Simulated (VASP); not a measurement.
Here is a VASP 6.6.1 calculation.

File INCAR:

```
SYSTEM = BP
ALGO     = Normal         ! electronic algorithm
EDIFF    = 1E-7           ! SCF threshold, eV
ENCUT    = 520            ! plane-wave cutoff, eV
GGA      = PE             ! functional
ISIF     = 2              ! what is computed and relaxed
ISMEAR   = -1             ! smearing method
LASPH    = .TRUE.         ! aspherical terms in the spheres
LCHARG   = .FALSE.        ! write CHGCAR
LREAL    = .FALSE.        ! projectors in reciprocal space
LWAVE    = .FALSE.        ! write WAVECAR
NBANDS   = 11             ! bands
NELM     = 80             ! most SCF steps
PREC     = Accurate       ! precision mode
SIGMA    = 0.02           ! smearing width, eV
```

File KPOINTS:

```
k-points
0
G
  10 10 10
  0 0 0
```

File POSCAR:

```
BP
1.0
    0.0000000000      2.2909988256      2.2590883222
    2.2909988256      0.0000000000      2.2590883222
    2.2909988256      2.2909988256      0.0000000000
B P
1 1
Direct
    0.0000000000      0.0000000000      0.0000000000
    0.2500000000      0.2500000000      0.2500000000
```

Potentials or basis: VASP PAW PBE potentials, release 64 (B, P).

Launch:

```bash
$ cat potpaw_PBE.64/B/POTCAR potpaw_PBE.64/P/POTCAR > POTCAR
$ mpirun -np 1 vasp_std > vasp.out
```

(1) Predict the pressure.

(2) Estimate the band gap on the k mesh.

Results:

(1) -1.5 GPa.

(2) 1.05 eV, indirect (least direct gap 3.24 eV).

Caveat: the cell differs from its parent crystal (epitaxial xy strain +1.0%).
